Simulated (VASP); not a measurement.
A run of VASP 6.6.1 is set up as follows.

File INCAR:

```
SYSTEM = SiBBr
PREC = Accurate ; ENCUT = 520
EDIFF = 1E-6 ; ISMEAR = 0
SIGMA = 0.1 ; LREAL = .False.
LASPH = .True. ; NELM = 60
ALGO = Normal ; ISIF = 2
LWAVE = .False. ; LCHARG = .False.
GGA = PE ; NBANDS = 23
```

File KPOINTS:

```
Automatic mesh
0
Gamma
  6 6 4
  0 0 0
```

POSCAR

```
SiBBr
1.0
    4.2175167400      0.0000000000      0.0000000000
   -2.1087583700      3.6524766400      0.0000000000
    0.0000000000      0.0000000000      7.1784429900
Si B Br
2 2 2
Direct
    0.0000000000      0.0000000000      0.2606871700
    0.0000000000      0.0000000000      0.7606871700
    0.6666666700      0.3333333300      0.9848936800
    0.3333333300      0.6666666700      0.4848936800
    0.3333333300      0.6666666700      0.0468191200
    0.6666666700      0.3333333300      0.5468191200
```

Potentials or basis: VASP PAW PBE potentials, release 64 (Si, B, Br).

Launch:

```bash
$ cat potpaw_PBE.64/Si/POTCAR potpaw_PBE.64/B/POTCAR potpaw_PBE.64/Br/POTCAR > POTCAR
$ mpirun -np 1 vasp_std > vasp.out
```

Problem. Estimate the band gap on the k mesh.

Solution. Zero (band 14 reaches 5.41 eV, above the bottom of band 15 at 4.48 eV).

Problem. What does it give for the pressure?

Solution. -1.7 GPa.

Problem. Estimate the largest force.

Solution. 0.415 eV/Å.

Forces in eV/Å, atoms in the order of the input:
```
Si   0.000  0.000  0.415
Si   0.000  0.000  0.415
B    0.000  0.000 -0.388
B    0.000  0.000 -0.388
Br   0.000  0.000 -0.027
Br   0.000  0.000 -0.027
```
